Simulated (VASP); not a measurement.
A run of VASP 6.6.1 is set up as follows.

The input POSCAR:

```
Ni
1.0
    3.8460031965      0.0000000000      0.0000000000
   -1.9230015982      3.3307364712      0.0000000000
    0.0000000000      0.0000000000      4.2593471908
Ni
4
Direct
    0.0000000000      0.0000000000      0.2500000000
    0.0000000000      0.0000000000      0.7500000000
    0.3333333333      0.6666666667      0.7500000000
    0.6666666667      0.3333333333      0.2500000000
```

File INCAR.step1:

```
SYSTEM = Ni
  PREC = Accurate
  ENCUT = 520
  ISMEAR = 0
  SIGMA = 0.1
  LREAL = .FALSE.
  LASPH = .TRUE.
  NELM = 150
  ISPIN = 2
  MAGMOM = 0.53 0.53 0.53 0.53
  LMAXMIX = 4
  NBANDS = 32
  GGA = PE
  ALGO = Normal
  EDIFF = 1E-4
  LWAVE = .TRUE.
  LCHARG = .FALSE.
```

INCAR.step2

```
SYSTEM = Ni
  PREC = Accurate
  ENCUT = 520
  EDIFF = 1E-6
  ISMEAR = 0
  SIGMA = 0.1
  LREAL = .FALSE.
  LASPH = .TRUE.
  NELM = 150
  ALGO = Normal
  ISIF = 2
  LWAVE = .FALSE.
  LCHARG = .FALSE.
  ISPIN = 2
  MAGMOM = 0.53 0.53 0.53 0.53
  LORBIT = 11
  LMAXMIX = 4
  METAGGA = R2SCAN
  LMIXTAU = .TRUE.
  NBANDS = 32
  ISTART = 1
```

KPOINTS

```
Automatic mesh
0
G
  9 9 4
  0 0 0
```

Potentials or basis: VASP PAW PBE potentials, release 64 (Ni).

Command:

```sh
$ cat potpaw_PBE.64/Ni/POTCAR > POTCAR
$ cp INCAR.step1 INCAR
$ mpirun -np 1 vasp_std > vasp.out
$ cp INCAR.step2 INCAR
$ mpirun -np 1 vasp_std > vasp.out
```

Task: What does it give for the net moment?

Result: 3.25 μB per cell.

Task: Estimate the pressure.

Result: 0.0 GPa.

Stress tensor (GPa, compression positive):
```
-0.14  0.00  0.00
 0.00 -0.14  0.00
 0.00  0.00  0.18
```

Caveat: the k points lie up to 0.37 Å⁻¹ apart; the PAW data sets were made with another functional, which shifts forces and pressure a little.
